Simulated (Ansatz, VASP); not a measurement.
**One calculation of Zr, two programs**

INCAR

```
SYSTEM = Zr
ALGO = Normal
EDIFF = 1E-7
ENCUT = 520
GGA = RP
ISIF = 2
ISMEAR = 0
LASPH = .TRUE.
LCHARG = .TRUE.
LELF = .TRUE.
LREAL = .FALSE.
LVHAR = .TRUE.
LWAVE = .FALSE.
NBANDS = 19
NELM = 100
PREC = Accurate
SIGMA = 0.1
```

Contents of KPOINTS:

```
k-points
0
G
  9 9 5
  0 0 0
```

POSCAR

```
Zr
1.0
    3.2320000000      0.0000000000      0.0000000000
   -1.6160000000      2.7989941050      0.0000000000
    0.0000000000      0.0000000000      5.1470000000
Zr
2
Direct
    0.6666666667      0.3333333333      0.7500000000
    0.3333333333      0.6666666667      0.2500000000
```

The input input.yaml:

```yaml
crystal:
  lattice:
    - [3.232, 0.0, 0.0]
    - [-1.616, 2.798994105, 0.0]
    - [0.0, 0.0, 5.147]
  atoms:
    - { symbol: Zr, position: [0.6666666667, 0.3333333333, 0.75] }
    - { symbol: Zr, position: [0.3333333333, 0.6666666667, 0.25] }
kpoints:
  mp_grid: { grid: [9, 9, 5] }
scf:
  occupations: { method: gaussian, width: 0.1 }
hamiltonian:
  xc: rpbe
  pseudopotentials: { kind: all_electron, lapw: { basis_error: 0.001 } }
output:
  forces: true
  stress: true
  eigenvalues: true
```

Alike in both runs: task single point; functional RPBE; k mesh 9 × 9 × 5; occupations gaussian, width 0.1 eV; no spin polarisation.

|  | VASP | Ansatz |
| --- | --- | --- |
| version | VASP 6.6.1 | Ansatz 0.2.0 |
| potentials or method | VASP PAW PBE potentials, release 64 (Zr_sv), cutoff 520 eV | all-electron LAPW, scalar-relativistic |

|  | VASP | Ansatz | Ansatz less VASP |
| --- | --- | --- | --- |
| gap on the k mesh at the Fermi level (eV) | none | none | - |
| pressure (GPa) | 2.7 | 2.7 | +0.04 |
| traceless stress, the component that is largest in VASP (GPa) | 0.62 | 0.62 | +0.003 |

VASP's potentials were made for PBE, not for RPBE. A gap of «none» marks a metal or a gap that the smearing closes. Ansatz ran all-electron here, and VASP with PAW potentials.
